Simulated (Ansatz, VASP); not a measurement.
ZnBi3 in VASP and in Ansatz

Contents of INCAR:

```
SYSTEM = ZnBi3
AGGAC = 1.0
AGGAX = 1.0
ALDAC = 0.0
ALDAX = 1.0
ALGO = Normal
EDIFF = 1E-7
ENCUT = 520
GGA = B5
ISIF = 2
ISMEAR = -1
LASPH = .TRUE.
LCHARG = .TRUE.
LELF = .TRUE.
LREAL = .FALSE.
LVHAR = .TRUE.
LWAVE = .FALSE.
NBANDS = 36
NELM = 100
PREC = Accurate
SIGMA = 0.05
```

Contents of KPOINTS:

```
k-points
0
G
  3 3 3
  0 0 0
```

The input POSCAR:

```
ZnBi3
1.0
    4.8731640000      0.0000000000      0.0000000000
    0.0000000000      4.8731640000      0.0000000000
    0.0000000000      0.0000000000      4.8731640000
Bi Zn
3 1
Direct
    0.5000000000      0.5000000000      0.0000000000
    0.5000000000      0.0000000000      0.5000000000
    0.0000000000      0.5000000000      0.5000000000
    0.0000000000      0.0000000000      0.0000000000
```

input.yaml

```yaml
crystal:
  lattice:
    - [4.873164, 0.0, 0.0]
    - [0.0, 4.873164, 0.0]
    - [0.0, 0.0, 4.873164]
  atoms:
    - { symbol: Bi, position: [0.5, 0.5, 0.0] }
    - { symbol: Bi, position: [0.5, 0.0, 0.5] }
    - { symbol: Bi, position: [0.0, 0.5, 0.5] }
    - { symbol: Zn, position: [0.0, 0.0, 0.0] }
hamiltonian:
  xc: blyp
  pseudopotentials: { kind: paw }
kpoints:
  mp_grid: { grid: [3, 3, 3] }
  band_path:
    path:
      - [[0.0, 0.0, 0.0], [0.0, 0.5, 0.0], [0.5, 0.5, 0.0], [0.0, 0.0, 0.0], [0.5, 0.5, 0.5], [0.0, 0.5, 0.0]]
      - [[0.5, 0.5, 0.0], [0.5, 0.5, 0.5]]
    npoints: 14
scf:
  occupations: { method: fermi_dirac, width: 0.05 }
  n_extra_bands: 10
output:
  forces: true
  stress: true
  eigenvalues: true
  fatbands: false
```

Alike in both runs: functional BLYP; k mesh 3 × 3 × 3; occupations fermi-dirac, width 0.05 eV; no spin polarisation.

|  | VASP | Ansatz |
| --- | --- | --- |
| version | VASP 6.6.1 | Ansatz 0.2.0 |
| potentials or method | VASP PAW PBE potentials, release 64 (Bi_d, Zn) | Ansatz PAW |
| plane-wave cutoff (eV) | 520 | 420 |
| valence electrons in the cell | 57 | 57 |
| task | single point | band structure |

```tsv
	VASP	Ansatz	Ansatz less VASP
gap on the k mesh at the Fermi level (eV)	none	none	-
pressure (GPa)	4.6	4.5	-0.11
```

VASP's potentials were made for PBE, not for BLYP. A gap of «none» marks a metal or a gap that the smearing closes. With one functional, cell and mesh, what is left measures potentials, basis and numerics.

The k mesh is coarse, so the values compare programs but aren't converged. Neither program's run includes spin-orbit coupling.
